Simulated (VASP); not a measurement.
# NbN in VASP: single point with PBE+D3(BJ)

Aim: the single point of NbN with PBE+D3(BJ).

All numbers are computed with VASP 6.6.1; they aren't measurements. Logs are shortened: lines on timing, memory, paths and dates and some standing lists are left out, and cuts for length are marked.

**1. The cell of the first run**

The cell holds a slab with vacuum, 24 atoms: a = 6.201 Å, b = 6.201 Å, c = 20.385 Å, α = 90.00°, β = 90.00°, γ = 90.00°.

**2. Single point, PBE+D3(BJ)**

The input, INCAR:

```
PREC = Accurate ; ENCUT = 520
EDIFF = 1E-7 ; ISMEAR = 0
SIGMA = 0.1 ; LREAL = Auto
LASPH = True ; NELM = 60
ALGO = Normal ; ISIF = 2
LWAVE = False ; LCHARG = True
LDIPOL = True ; IDIPOL = 3
DIPOL = 0.5 0.5 0.501 ; GGA = PE
IVDW = 12 ; LELF = True
LVHAR = True ; LVACPOTAV = True
NBANDS = 126
```

The input, KPOINTS:

```
regular mesh
0
Gamma
  3 3 1
```

The input, POSCAR:

```
NbN
1.0
    6.2011598397      0.0000000000      0.0000000000
    0.0000000000      6.2011598397      0.0000000000
    0.0000000000      0.0000000000     20.3848821739
Nb N
12 12
Direct
    0.5000000000      0.5000000000      0.3924476939
    0.5000000000      0.0000000000      0.3924476939
    0.0000000000      0.5000000000      0.3924476939
    0.0000000000      0.0000000000      0.3924476939
    0.7500000000      0.7500000000      0.5017927184
    0.7500000000      0.2500000000      0.5017927184
    0.2500000000      0.7500000000      0.5017927184
    0.2500000000      0.2500000000      0.5017927184
    0.0000000000      0.0000000000      0.6024214117
    0.0000000000      0.5000000000      0.6024214117
    0.5000000000      0.0000000000      0.6024214117
    0.5000000000      0.5000000000      0.6024214117
    0.2500000000      0.2500000000      0.3924476939
    0.2500000000      0.7500000000      0.3924476939
    0.7500000000      0.2500000000      0.3924476939
    0.7500000000      0.7500000000      0.3924476939
    0.5000000000      0.5000000000      0.4981617321
    0.5000000000      0.0000000000      0.4981617321
    0.0000000000      0.5000000000      0.4981617321
    0.0000000000      0.0000000000      0.4981617321
    0.7500000000      0.7500000000      0.6167760816
    0.7500000000      0.2500000000      0.6167760816
    0.2500000000      0.7500000000      0.6167760816
    0.2500000000      0.2500000000      0.6167760816
```

Potentials or basis: VASP PAW PBE potentials, release 64 (Nb_sv, N).

Started as:

```sh
> cat potpaw_PBE.64/Nb_sv/POTCAR potpaw_PBE.64/N/POTCAR > POTCAR
> mpirun -np 1 vasp_std > vasp.out
```

OUTCAR:

```text
PREC = Accurate
   ENCUT = 520
   EDIFF = 1E-7
   ISMEAR = 0
   LREAL = Auto
   LASPH = True
   NELM = 60
   ISIF = 2
   GGA = PE
   IVDW = 12
 IVDW          = 12

 ion  position               nearest neighbor table
   1  0.500  0.500  0.392-  17 2.15  14 2.19  15 2.19  16 2.19  13 2.19
   2  0.500  0.000  0.392-  18 2.15  14 2.19  15 2.19  16 2.19  13 2.19
   3  0.000  0.500  0.392-  19 2.15  14 2.19  15 2.19  16 2.19  13 2.19
   4  0.000  0.000  0.392-  20 2.15  14 2.19  15 2.19  16 2.19  13 2.19
   5  0.750  0.750  0.502-  17 2.19  18 2.19  19 2.19  20 2.19  16 2.23  21 2.34  11 3.00  12 3.00
                             9 3.00  10 3.00
   6  0.750  0.250  0.502-  17 2.19  18 2.19  19 2.19  20 2.19  15 2.23  22 2.34  11 3.00  12 3.00
                             9 3.00  10 3.00
   7  0.250  0.750  0.502-  17 2.19  18 2.19  19 2.19  20 2.19  14 2.23  23 2.34  11 3.00  12 3.00
                             9 3.00  10 3.00
   8  0.250  0.250  0.502-  17 2.19  18 2.19  19 2.19  20 2.19  13 2.23  24 2.34  11 3.00  12 3.00
                             9 3.00  10 3.00
   9  0.000  0.000  0.602-  20 2.13  21 2.21  22 2.21  23 2.21  24 2.21   6 3.00   7 3.00   8 3.00
                             5 3.00
  10  0.000  0.500  0.602-  19 2.13  21 2.21  22 2.21  23 2.21  24 2.21   6 3.00   7 3.00   8 3.00
                             5 3.00
  11  0.500  0.000  0.602-  18 2.13  21 2.21  22 2.21  23 2.21  24 2.21   6 3.00   7 3.00   8 3.00
                             5 3.00
  12  0.500  0.500  0.602-  17 2.13  21 2.21  22 2.21  23 2.21  24 2.21   6 3.00   7 3.00   8 3.00
                             5 3.00
  13  0.250  0.250  0.392-   1 2.19   2 2.19   3 2.19   4 2.19   8 2.23
  14  0.250  0.750  0.392-   1 2.19   2 2.19   3 2.19   4 2.19   7 2.23
[... 15 lines left out ...]
  Lattice vectors:

 A1 = (   6.2011598397,   0.0000000000,   0.0000000000)
 A2 = (   0.0000000000,   6.2011598397,   0.0000000000)
 A3 = (   0.0000000000,   0.0000000000,  20.3848821739)

Analysis of symmetry for initial positions (statically):
=====================================================================
 Subroutine PRICEL returns following result:

  LATTYP: Found a simple tetragonal cell.
 ALAT       =     3.1005799198
 C/A-ratio  =     6.5745385382

  Lattice vectors:

 A1 = (   3.1005799198,   0.0000000000,   0.0000000000)
 A2 = (   0.0000000000,   3.1005799198,   0.0000000000)
 A3 = (   0.0000000000,   0.0000000000,  20.3848821739)

   4 primitive cells build up your supercell.

 Routine SETGRP: Setting up the symmetry group for a
 simple tetragonal supercell.

 Subroutine GETGRP returns: Found  8 space group operations
 (whereof  8 operations were pure point group operations)
 out of a pool of 16 trial point group operations.

The static configuration has the point symmetry C_4v.

Analysis of symmetry for dynamics (positions and initial velocities):
=====================================================================
 Subroutine PRICEL returns following result:

  LATTYP: Found a simple tetragonal cell.
 ALAT       =     3.1005799198
 C/A-ratio  =     6.5745385382

  Lattice vectors:

 A1 = (   3.1005799198,   0.0000000000,   0.0000000000)
 A2 = (   0.0000000000,   3.1005799198,   0.0000000000)
 A3 = (   0.0000000000,   0.0000000000,  20.3848821739)

   4 primitive cells build up your supercell.

 Routine SETGRP: Setting up the symmetry group for a
 simple tetragonal supercell.

 Subroutine GETGRP returns: Found  8 space group operations
 (whereof  8 operations were pure point group operations)
 out of a pool of 16 trial point group operations.

The dynamic configuration has the point symmetry C_4v.

 Subroutine INISYM returns: Found  8 space group operations
 (whereof  8 operations are pure point group operations),
 and found     4 'primitive' translations

----------------------------------------------------------------------------------------

                                     Primitive cell

  volume of cell :     195.9720

  direct lattice vectors                    reciprocal lattice vectors
     3.100579920  0.000000000  0.000000000     0.322520311  0.000000000  0.000000000
     0.000000000  3.100579920  0.000000000     0.000000000  0.322520311  0.000000000
     0.000000000  0.000000000 20.384882174     0.000000000  0.000000000  0.049055962

  length of vectors
     3.100579920  3.100579920 20.384882174     0.322520311  0.322520311  0.049055962

  position of ions in fractional coordinates (direct lattice)
     0.000000000  0.000000000  0.392447694
     0.500000000  0.500000000  0.501792718
     0.000000000  0.000000000  0.602421412
     0.500000000  0.500000000  0.392447694
     0.000000000  0.000000000  0.498161732
     0.500000000  0.500000000  0.616776082

  ion indices of the primitive-cell ions
   primitive index   ion index
                 1           1
                 2           5
                 3          12
                 4          13
                 5          17
                 6          21

----------------------------------------------------------------------------------------

 KPOINTS: regular mesh

Automatic generation of k-mesh.
 Grid dimensions read from file:
 generate k-points for:    3    3    1

 Generating k-lattice:

  Cartesian coordinates                     Fractional coordinates (reciprocal lattice)
     0.053753385  0.000000000  0.000000000     0.333333333  0.000000000  0.000000000
     0.000000000  0.053753385  0.000000000     0.000000000  0.333333333  0.000000000
     0.000000000  0.000000000  0.049055962     0.000000000  0.000000000  1.000000000

  Length of vectors
     0.053753385  0.053753385  0.049055962

  Shift w.r.t. Gamma in fractional coordinates (k-lattice)
     0.000000000  0.000000000  0.000000000

 Subroutine IBZKPT returns following result:
 ===========================================

 Found      3 irreducible k-points:

 Following reciprocal coordinates:
            Coordinates               Weight
  0.000000  0.000000  0.000000      1.000000
  0.333333  0.000000  0.000000      4.000000
  0.333333  0.333333  0.000000      4.000000
   k-points           NKPTS =      3   k-points in BZ     NKDIM =      3   number of bands    NBANDS=    126
   number of dos      NEDOS =    301   number of ions     NIONS =     24
   total plane-waves  NPLWV = 368640
   dimension x,y,z NGX =    48 NGY =   48 NGZ =  160
   dimension x,y,z NGXF=    96 NGYF=   96 NGZF=  320
   ions per type =              12  12
   NGX,Y,Z   is equivalent  to a cutoff of  12.87, 12.87, 13.05 a.u.
   NGXF,Y,Z  is equivalent  to a cutoff of  25.74, 25.74, 26.10 a.u.
 SYSTEM =  unknown system
   PREC   = accura    normal or accurate (medium, high low for compatibility)
   ISTART =      0    job   : 0-new  1-cont  2-samecut
   ICHARG =      2    charge: 1-file 2-atom 10-const
   ISPIN  =      1    spin polarized calculation?
   LNONCOLLINEAR =      F non collinear calculations
   LSORBIT =      F    spin-orbit coupling
   LASPH  =      T    aspherical Exc in radial PAW
   ENCUT  =  520.0 eV  38.22 Ry    6.18 a.u.  11.53 11.53 37.90*2*pi/ulx,y,z
   NELM   =     60;   NELMIN=  2; NELMDL= -5     # of ELM steps
   EDIFF  = 0.1E-06   stopping-criterion for ELM
   LREAL  =      T    real-space projection
   EDIFFG = 0.1E-05   stopping-criterion for IOM
   NSW    =      0    number of steps for IOM
   IBRION =     -1    ionic relax: 0-MD 1-quasi-New 2-CG
   NFREE  =      0    steps in history (QN), initial steepest desc. (CG)
   ISIF   =      2    stress and relaxation
   ISYM   =      2    0-nonsym 1-usesym 2-fastsym
   POTIM  = 0.5000    time-step for ionic-motion
   TEBEG  =    0.0;   TEEND  =   0.0 temperature during run
   PSTRESS=    0.0 pullay stress
   NELECT =     216.0000    total number of electrons
   NUPDOWN=      -1.0000    fix difference up-down
   EMIN   =  10.00;   EMAX   =-10.00  energy-range for DOS
   EFERMI =   0.00;   METHOD = LEGACY
   ISMEAR =     0;   SIGMA  =   0.10  broadening in eV -4-tet -1-fermi 0-gaus
   EFERMI_NEDOS =   21; number of points for ismear=-14 and -15
   IALGO  =     38    algorithm
   IMIX   =      4    mixing-type and parameters
     AMIX     =   0.40;   BMIX     =  1.00
     AMIX_MAG =   1.60;   BMIX_MAG =  1.00
  volume/ion in A,a.u.               =      32.66       220.41
  Fermi-wavevector in a.u.,A,eV,Ry     =   1.065307  2.013138 15.440963  1.134879
  Thomas-Fermi vector in A             =   2.200854
   LORBIT       =      0    0 simple, 1 ext, 2 COOP (PROOUT), +10 PAW based schemes
   GGA     = PE    functional components
   LHFCALC =     F    Hartree Fock is set to
   AEXX    =    0.0000 exact exchange contribution
   IVDW    =    12    specifies the selected vdW correction
   LEPSILON=     F    determine dielectric tensor
   LRPA    =     F    only Hartree local field effects (RPA)
 non-spin polarized calculation
 Gauss-broadening in eV      SIGMA  =   0.10
  energy-cutoff  :      520.00
  volume of cell :      783.89
 maximum number of plane-waves:     21159
 NGX is ok and might be reduce to    48
   NGX = 23   NGY = 23   NGZ = 75

 dipolmoment           0.000000      0.000000      0.005065 electrons x Angstroem

 number of electron     215.9999995 magnetization

 dipolmoment           0.000000      0.000000     -0.047829 electrons x Angstroem

 Free energy of the ion-electron system (eV)
  ---------------------------------------------------
  ext. energy  EPLUGINS =         0.00000000
  ---------------------------------------------------
  free energy    TOTEN  =      -239.93171752 eV

  energy without entropy =     -239.83962844  energy(sigma->0) =     -239.88567298

 E-fermi :   2.2114     XC(G=0):  -5.3665

 val. band max:        2.1815604041   @ k =   0.3333   0.3333   0.0000
 cond. band min:       2.2520818658   @ k =   0.3333   0.3333   0.0000
 fundamental gap:      0.0705214617
 Fermi energy:         2.2113804133

 k-point     1 :       0.0000    0.0000    0.0000
  band No.  band energies     occupation
      1     -54.1729      2.00000
      2     -54.1211      2.00000
      3     -54.1211      2.00000
      4     -54.0776      2.00000
      5     -54.0216      2.00000
      6     -53.9478      2.00000
[... 358 lines left out ...]
    119       3.2137      0.00000
    120       3.4079      0.00000
 [bands above 120 left out]

------------------------ aborting loop because EDIFF is reached ----------------------------------------

 Edisp (eV)   -8.15445

 E8    (eV) :    -3.6928

  FORCE on cell =-STRESS in cart. coord.  units (eV):
  Direction    XX          YY          ZZ          XY          YZ          ZX
  --------------------------------------------------------------------------------------
  -------------------------------------------------------------------------------------
  Total     -31.19450   -31.19450    -0.78664     0.00000     0.00000     0.00000
  in kB     -63.75798   -63.75798    -1.60779     0.00000     0.00000     0.00000
  external pressure =      -43.04 kB  Pullay stress =        0.00 kB

 VOLUME and BASIS-vectors are now :
 -----------------------------------------------------------------------------
  energy-cutoff  :      520.00
  volume of cell :      783.89
      direct lattice vectors                 reciprocal lattice vectors
     6.201159840  0.000000000  0.000000000     0.161260155  0.000000000  0.000000000
     0.000000000  6.201159840  0.000000000     0.000000000  0.161260155  0.000000000
     0.000000000  0.000000000 20.384882174     0.000000000  0.000000000  0.049055962

 POSITION                                       TOTAL-FORCE (eV/Angst)
 -----------------------------------------------------------------------------------
      3.10058      3.10058      8.00000         0.000000      0.000000      1.182775
      3.10058      0.00000      8.00000         0.000000      0.000000      1.182775
      0.00000      3.10058      8.00000         0.000000      0.000000      1.182775
      0.00000      0.00000      8.00000         0.000000     -0.000000      1.182775
      4.65087      4.65087     10.22899        -0.000000      0.000000     -0.006308
      4.65087      1.55029     10.22899        -0.000000     -0.000000     -0.006308
[... 16 lines left out ...]
      1.55029      4.65087     12.57291         0.000000      0.000000     -0.011895
      1.55029      1.55029     12.57291         0.000000      0.000000     -0.011895
 -----------------------------------------------------------------------------------
    total drift:                                0.000000      0.000000     -0.007629

  FREE ENERGIE OF THE ION-ELECTRON SYSTEM (eV)
  ---------------------------------------------------
  free  energy   TOTEN  =      -248.0861662532 eV

  energy  without entropy=     -247.9940771777  energy(sigma->0) =     -248.04012172

 vacuum level on the upper side and lower side of the slab         5.575         5.800
```

Run time: 20 min. Hardware: 1 thread of Intel Xeon Platinum 8259CL at 2.50GHz (Skylake/Cascade Lake), shared host; peak memory 0.81 GiB.

What came out:

```
Free energy                : -248.0862 eV
Largest force              : 1.183 eV/Å
Band gap on the k mesh     : zero (bands 108 and 109 overlap by 0.44 eV)
Dispersion energy per atom : -0.340 eV
```

Forces in eV/Å, atoms in the order of the input:
```
Nb   0.000  0.000  1.183
Nb   0.000  0.000  1.183
Nb   0.000  0.000  1.183
Nb   0.000  0.000  1.183
Nb   0.000  0.000 -0.006
Nb   0.000  0.000 -0.006
Nb   0.000  0.000 -0.006
Nb   0.000  0.000 -0.006
Nb   0.000  0.000 -0.015
Nb   0.000  0.000 -0.015
Nb   0.000  0.000 -0.015
Nb   0.000  0.000 -0.015
N    0.000  0.000 -1.160
N    0.000  0.000 -1.160
N    0.000  0.000 -1.160
N    0.000  0.000 -1.160
N    0.000  0.000  0.011
N    0.000  0.000  0.011
N    0.000  0.000  0.011
N    0.000  0.000  0.011
N    0.000  0.000 -0.012
N    0.000  0.000 -0.012
N    0.000  0.000 -0.012
N    0.000  0.000 -0.012
```

Levels at points of the mesh, in eV from the Fermi level:
```
           k point  band 102  band 103  band 104  band 105  band 106  band 107  band 108  band 109  band 110  band 111
(0.00, 0.00, 0.00)     -0.99     -0.99     -0.64     -0.51     -0.51      0.19      0.19      0.19      0.59      0.59
```

The gap in the log of VASP goes by the Fermi energy; the results here count the filled bands.